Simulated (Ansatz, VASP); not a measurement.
## YI: VASP beside Ansatz

```
CELL_PARAMETERS angstrom
4.20385 0.00000 0.00000
-2.10192 3.64064 0.00000
0.00000 0.00000 11.77370
ATOMIC_POSITIONS crystal
Y 0.66667 0.33333 0.62673
Y 0.33333 0.66667 0.37327
I 0.33333 0.66667 0.81998
I 0.66667 0.33333 0.18002
```

Change from the starting cell: volume scaled by 1.2, no spin polarisation, PAW files.

Alike in both runs: task single point; functional LDA; k mesh 7 × 7 × 3; occupations fermi-dirac, width 0.05 eV; no spin polarisation.

```csv
,VASP,Ansatz
version,VASP 6.6.1,Ansatz 0.2.0
potentials or method,"VASP PAW LDA potentials, release 64 (Y_sv, I)","PAW with Ansatz's default frozen-core files, scalar-relativistic"
plane-wave cutoff (eV),520,420
valence electrons in the cell,36,56
```

|  | VASP | Ansatz | Ansatz less VASP |
| --- | --- | --- | --- |
| pressure (GPa) | -6.5 | -6.5 | -0.01 |
| traceless stress, the component that is largest in VASP (GPa) | -0.53 | -0.53 | -0.009 |
| rms of the force components (eV/Å) | 0.492 | 0.492 | +0.0009 |

LDA's correlation is that of Perdew and Zunger in VASP and of Perdew and Wang (1992) in Ansatz. Atom by atom the forces differ by 0.001 eV/Å (rms over components). VASP's potentials hold 36 valence electrons a cell and Ansatz's 56, so a difference there can come from the potentials and not from the codes.

Spin-orbit coupling is off throughout.
